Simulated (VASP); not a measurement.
# K (P4/mmm) in VASP: further runs

Runs on K. Level: PBE. Tasks: single point.

All numbers are computed with VASP 6.6.1; they aren't measurements. Logs are shortened: lines on timing, memory, paths and dates and some standing lists are left out, and cuts for length are marked.

**1. The cell of the first run**

Symmetry: P4/mmm, No. 123, tetragonal system. The conventional cell has a = 4.550 Å, b = 4.550 Å, c = 3.868 Å, α = 90.00°, β = 90.00°, γ = 90.00°. K (site symmetry 4/mmm) has 6 K at 3.87 to 4.55 Å within 5.1 Å.

**2. Single point, PBE**

File INCAR:

```
PREC = Accurate ; ENCUT = 520
EDIFF = 1E-7 ; ISMEAR = 0
SIGMA = 0.15 ; LREAL = False
LASPH = True ; NELM = 60
ALGO = Fast ; ISIF = 2
LWAVE = False ; LCHARG = False
GGA = PE ; NBANDS = 10
```

File KPOINTS:

```
Automatic mesh
0
Gamma
  12 12 12
```

File POSCAR:

```
K
1.0
    4.5503895526      0.0000000000      0.0000000000
    0.0000000000      4.5503895526      0.0000000000
    0.0000000000      0.0000000000      3.8678311197
K
1
Direct
    0.0000000000      0.0000000000      0.0000000000
```

Potentials or basis: VASP PAW PBE potentials, release 64 (K_sv).

Command:

```console
cat potpaw_PBE.64/K_sv/POTCAR > POTCAR
mpirun -np 1 vasp_std > vasp.out
```

OUTCAR:

```text
PREC = Accurate
   ENCUT = 520
   EDIFF = 1E-7
   ISMEAR = 0
   LREAL = False
   LASPH = True
   NELM = 60
   ISIF = 2
   GGA = PE

 ion  position               nearest neighbor table
   1  0.000  0.000  0.000-

  LATTYP: Found a simple tetragonal cell.
 ALAT       =     4.5503895526
 C/A-ratio  =     0.8500000000

  Lattice vectors:

 A1 = (   4.5503895526,   0.0000000000,   0.0000000000)
 A2 = (   0.0000000000,   4.5503895526,   0.0000000000)
 A3 = (   0.0000000000,   0.0000000000,   3.8678311197)

Analysis of symmetry for initial positions (statically):
=====================================================================
 Subroutine PRICEL returns:
 Original cell was already a primitive cell.

 Routine SETGRP: Setting up the symmetry group for a
 simple tetragonal supercell.

 Subroutine GETGRP returns: Found 16 space group operations
 (whereof 16 operations were pure point group operations)
 out of a pool of 16 trial point group operations.

The static configuration has the point symmetry D_4h.

Analysis of symmetry for dynamics (positions and initial velocities):
=====================================================================
 Subroutine PRICEL returns:
 Original cell was already a primitive cell.

 Routine SETGRP: Setting up the symmetry group for a
 simple tetragonal supercell.

 Subroutine GETGRP returns: Found 16 space group operations
 (whereof 16 operations were pure point group operations)
 out of a pool of 16 trial point group operations.

The dynamic configuration has the point symmetry D_4h.

 Subroutine INISYM returns: Found 16 space group operations
 (whereof 16 operations are pure point group operations),
 and found     1 'primitive' translations

----------------------------------------------------------------------------------------

                                     Primitive cell

  volume of cell :      80.0875

  direct lattice vectors                    reciprocal lattice vectors
     4.550389553  0.000000000  0.000000000     0.219761405  0.000000000  0.000000000
     0.000000000  4.550389553  0.000000000     0.000000000  0.219761405  0.000000000
     0.000000000  0.000000000  3.867831120     0.000000000  0.000000000  0.258542829

  length of vectors
     4.550389553  4.550389553  3.867831120     0.219761405  0.219761405  0.258542829

  position of ions in fractional coordinates (direct lattice)
     0.000000000  0.000000000  0.000000000

  ion indices of the primitive-cell ions
   primitive index   ion index
                 1           1

----------------------------------------------------------------------------------------

 KPOINTS: Automatic mesh

Automatic generation of k-mesh.
 Grid dimensions read from file:
 generate k-points for:   12   12   12

 Generating k-lattice:

  Cartesian coordinates                     Fractional coordinates (reciprocal lattice)
     0.018313450  0.000000000  0.000000000     0.083333333  0.000000000  0.000000000
     0.000000000  0.018313450  0.000000000     0.000000000  0.083333333  0.000000000
     0.000000000  0.000000000  0.021545236     0.000000000  0.000000000  0.083333333

  Length of vectors
     0.018313450  0.018313450  0.021545236

  Shift w.r.t. Gamma in fractional coordinates (k-lattice)
     0.000000000  0.000000000  0.000000000

 Subroutine IBZKPT returns following result:
 ===========================================

 Found    196 irreducible k-points:

 Following reciprocal coordinates:
            Coordinates               Weight
  0.000000  0.000000  0.000000      1.000000
  0.083333  0.000000  0.000000      4.000000
  0.166667  0.000000  0.000000      4.000000
  0.250000  0.000000  0.000000      4.000000
  0.333333  0.000000  0.000000      4.000000
  0.416667  0.000000  0.000000      4.000000
[... 16 lines left out ...]
  0.333333  0.333333  0.000000      4.000000
  0.416667  0.333333  0.000000      8.000000
 [... further k-points ...]
   k-points           NKPTS =    196   k-points in BZ     NKDIM =    196   number of bands    NBANDS=     10
   number of dos      NEDOS =    301   number of ions     NIONS =      1
   total plane-waves  NPLWV =  38880
   dimension x,y,z NGX =    36 NGY =   36 NGZ =   30
   dimension x,y,z NGXF=    72 NGYF=   72 NGZF=   60
   ions per type =               1
   NGX,Y,Z   is equivalent  to a cutoff of  13.15, 13.15, 12.89 a.u.
   NGXF,Y,Z  is equivalent  to a cutoff of  26.30, 26.30, 25.79 a.u.
 SYSTEM =  unknown system
   PREC   = accura    normal or accurate (medium, high low for compatibility)
   ISTART =      0    job   : 0-new  1-cont  2-samecut
   ICHARG =      2    charge: 1-file 2-atom 10-const
   ISPIN  =      1    spin polarized calculation?
   LNONCOLLINEAR =      F non collinear calculations
   LSORBIT =      F    spin-orbit coupling
   LASPH  =      T    aspherical Exc in radial PAW
   ENCUT  =  520.0 eV  38.22 Ry    6.18 a.u.   8.46  8.46  7.19*2*pi/ulx,y,z
   NELM   =     60;   NELMIN=  2; NELMDL= -5     # of ELM steps
   EDIFF  = 0.1E-06   stopping-criterion for ELM
   LREAL  =      F    real-space projection
   EDIFFG = 0.1E-05   stopping-criterion for IOM
   NSW    =      0    number of steps for IOM
   IBRION =     -1    ionic relax: 0-MD 1-quasi-New 2-CG
   NFREE  =      0    steps in history (QN), initial steepest desc. (CG)
   ISIF   =      2    stress and relaxation
   ISYM   =      2    0-nonsym 1-usesym 2-fastsym
   POTIM  = 0.5000    time-step for ionic-motion
   TEBEG  =    0.0;   TEEND  =   0.0 temperature during run
   PSTRESS=    0.0 pullay stress
   NELECT =       9.0000    total number of electrons
   NUPDOWN=      -1.0000    fix difference up-down
   EMIN   =  10.00;   EMAX   =-10.00  energy-range for DOS
   EFERMI =   0.00;   METHOD = LEGACY
   ISMEAR =     0;   SIGMA  =   0.15  broadening in eV -4-tet -1-fermi 0-gaus
   EFERMI_NEDOS =   21; number of points for ismear=-14 and -15
   IALGO  =     68    algorithm
   IMIX   =      4    mixing-type and parameters
     AMIX     =   0.40;   BMIX     =  1.00
     AMIX_MAG =   1.60;   BMIX_MAG =  1.00
  volume/ion in A,a.u.               =      80.09       540.46
  Fermi-wavevector in a.u.,A,eV,Ry     =   0.790013  1.492908  8.491671  0.624120
  Thomas-Fermi vector in A             =   1.895269
   LORBIT       =      0    0 simple, 1 ext, 2 COOP (PROOUT), +10 PAW based schemes
   GGA     = PE    functional components
   LHFCALC =     F    Hartree Fock is set to
   AEXX    =    0.0000 exact exchange contribution
   IVDW    =     0    specifies the selected vdW correction
   LEPSILON=     F    determine dielectric tensor
   LRPA    =     F    only Hartree local field effects (RPA)
 non-spin polarized calculation
 RMM-DIIS sequential band-by-band and
 Gauss-broadening in eV      SIGMA  =   0.15
  energy-cutoff  :      520.00
  volume of cell :       80.09
 maximum number of plane-waves:      2182
 NGX is ok and might be reduce to    36

 number of electron       9.0000001 magnetization

 Free energy of the ion-electron system (eV)
  ---------------------------------------------------
  ext. energy  EPLUGINS =         0.00000000
  ---------------------------------------------------
  free energy    TOTEN  =        -0.90468949 eV

  energy without entropy =       -0.89488965  energy(sigma->0) =       -0.89978957

 E-fermi :  -0.2540     XC(G=0):  -5.4319

 val. band max:       -0.2770343778   @ k =   0.4167   0.0833   0.2500
 cond. band min:      -0.2479448539   @ k =   0.1667   0.0000   0.4167
 fundamental gap:      0.0290895239
 Fermi energy:        -0.2539776371

 k-point     1 :       0.0000    0.0000    0.0000
  band No.  band energies     occupation
      1     -32.6579      2.00000
      2     -16.1026      2.00000
      3     -16.1026      2.00000
      4     -16.0601      2.00000
      5      -2.3132      2.00000
      6       2.3459      0.00000
      7       2.6741      0.00000
      8       5.2123      0.00000
      9       5.2163      0.00000
     10       5.4492      0.00000

 k-point     2 :       0.0833    0.0000    0.0000
  band No.  band energies     occupation
      1     -32.6577      2.00000
      2     -16.1059      2.00000
      3     -16.1023      2.00000
      4     -16.0599      2.00000
      5      -2.2561      2.00000
      6       2.2779      0.00000
      7       2.6578      0.00000
      8       4.9440      0.00000
      9       5.1019      0.00000
     10       5.7422      0.00000

 k-point     3 :       0.1667    0.0000    0.0000
  band No.  band energies     occupation
      1     -32.6574      2.00000
      2     -16.1151      2.00000
      3     -16.1015      2.00000
      4     -16.0593      2.00000
      5      -2.0866      2.00000
      6       1.9846      0.00000
      7       2.6874      0.00000
      8       4.6274      0.00000
      9       4.9842      0.00000
     10       5.8262      0.00000

 k-point     4 :       0.2500    0.0000    0.0000
  band No.  band energies     occupation
      1     -32.6569      2.00000
      2     -16.1275      2.00000
      3     -16.1005      2.00000
      4     -16.0585      2.00000
      5      -1.8101      2.00000
      6       1.4700      0.00000
      7       2.7842      0.00000
      8       4.3614      0.00000
      9       5.0569      0.00000
     10       5.6032      0.00000
[... 222 lines left out ...]
 k-point    22 :       0.5000    0.2500    0.0000
  band No.  band energies     occupation
      1     -32.6549      2.00000
      2     -16.1494      2.00000
      3     -16.1226      2.00000
      4     -16.0554      2.00000
      5      -0.0313      0.03575
      6       0.0805      0.00161
      7       2.7222      0.00000
      8       2.7260      0.00000
      9       5.3691      0.00000
     10       5.8009      0.00000

 k-point    23 :       0.3333    0.3333    0.0000
  band No.  band energies     occupation
      1     -32.6549      2.00000
      2     -16.1363      2.00000
      3     -16.1355      2.00000
      4     -16.0554      2.00000
      5      -0.5983      1.99883
      6       1.4276      0.00000
      7       1.5932      0.00000
      8       3.0392      0.00000
      9       5.5390      0.00000
     10       5.6318      0.00000

 k-point    24 :       0.4167    0.3333    0.0000
  band No.  band energies     occupation
      1     -32.6546      2.00000
      2     -16.1447      2.00000
      3     -16.1349      2.00000
      4     -16.0548      2.00000
      5      -0.1622      0.38671
      6       0.8996      0.00000
      7       1.8711      0.00000
      8       2.6813      0.00000
      9       5.4635      0.00000
     10       5.7514      0.00000

 [... further k-points ...]

------------------------ aborting loop because EDIFF is reached ----------------------------------------

  FORCE on cell =-STRESS in cart. coord.  units (eV):
  Direction    XX          YY          ZZ          XY          YZ          ZX
  --------------------------------------------------------------------------------------
  -------------------------------------------------------------------------------------
  Total       -0.2217183     -0.2217183      0.5831462      0.0000000      0.0000000     -0.0000000
  in kB       -4.4355491     -4.4355491     11.6660372      0.0000000      0.0000000     -0.0000000
  external PRESSURE =       0.9316463 kB  Pullay stress =       0.0000000 kB

 VOLUME and BASIS-vectors are now :
 -----------------------------------------------------------------------------
  energy-cutoff  :      520.00
  volume of cell :       80.09
      direct lattice vectors                 reciprocal lattice vectors
     4.550389553  0.000000000  0.000000000     0.219761405  0.000000000  0.000000000
     0.000000000  4.550389553  0.000000000     0.000000000  0.219761405  0.000000000
     0.000000000  0.000000000  3.867831120     0.000000000  0.000000000  0.258542829

 POSITION                                       TOTAL-FORCE (eV/Angst)
 -----------------------------------------------------------------------------------
      0.00000      0.00000      0.00000         0.000000      0.000000      0.000000
 -----------------------------------------------------------------------------------
    total drift:                                0.000000      0.000000     -0.000000

  FREE ENERGIE OF THE ION-ELECTRON SYSTEM (eV)
  ---------------------------------------------------
  free  energy   TOTEN  =        -0.9046894916 eV

  energy  without entropy=       -0.8948896469  energy(sigma->0) =       -0.89978957
```

It took 50 s on 1 thread of Intel Xeon 6975P-C (Granite Rapids), shared host; peak memory 0.28 GiB.

What came out:

* Free energy: -0.9047 eV
* Pressure: 0.1 GPa

**3. Single point, PBE**

This run uses another cell than the first one, of the same volume but with other edges.

File INCAR:

```
ALGO = Fast
EDIFF = 1E-6
ENCUT = 520
GGA = PE
ISIF = 2
ISMEAR = 0
LASPH = True
LCHARG = True
LELF = True
LREAL = False
LVHAR = True
LWAVE = False
NBANDS = 10
NELM = 100
PREC = Accurate
SIGMA = 0.15
```

File KPOINTS:

```
k-points
0
Gamma
  12 12 12
```

File POSCAR:

```
K
1.0
    4.0562788604      0.0000000000      0.0000000000
    0.0000000000      4.0562788604      0.0000000000
    0.0000000000      0.0000000000      4.8675346325
K
1
Direct
    0.0000000000      0.0000000000      0.0000000000
```

Potentials or basis: VASP PAW PBE potentials, release 64 (K_sv).

Command:

```console
cat potpaw_PBE.64/K_sv/POTCAR > POTCAR
mpirun -np 1 vasp_std > vasp.out
```

It took 48 s on 1 thread of Intel Xeon 6975P-C (Granite Rapids), shared host; peak memory 0.27 GiB.

Results (log left out):

```
Free energy : -0.9034 eV
Pressure    : 0.1 GPa
```

Stress tensor (GPa, compression positive):
```
 0.61  0.00  0.00
 0.00  0.61  0.00
 0.00  0.00 -0.80
```

Levels at points of the mesh, in eV from the Fermi level:
```csv
k point,band 1,band 2,band 3,band 4,band 5,band 6,band 7,band 8
"(0.00, 0.00, 0.00)",-32.39,-15.84,-15.81,-15.81,-2.06,2.47,3.04,4.53
"(0.50, 0.00, 0.00)",-32.38,-15.95,-15.83,-15.80,0.27,0.39,3.50,3.67
"(0.50, 0.50, 0.00)",-32.37,-15.94,-15.94,-15.81,1.18,2.68,2.71,2.71
"(0.00, 0.00, 0.50)",-32.39,-15.87,-15.81,-15.81,-0.65,-0.12,3.29,5.23
"(0.50, 0.00, 0.50)",-32.38,-15.95,-15.85,-15.79,1.14,1.78,1.79,2.14
"(0.50, 0.50, 0.50)",-32.37,-15.93,-15.93,-15.83,1.81,2.57,2.57,4.28
```
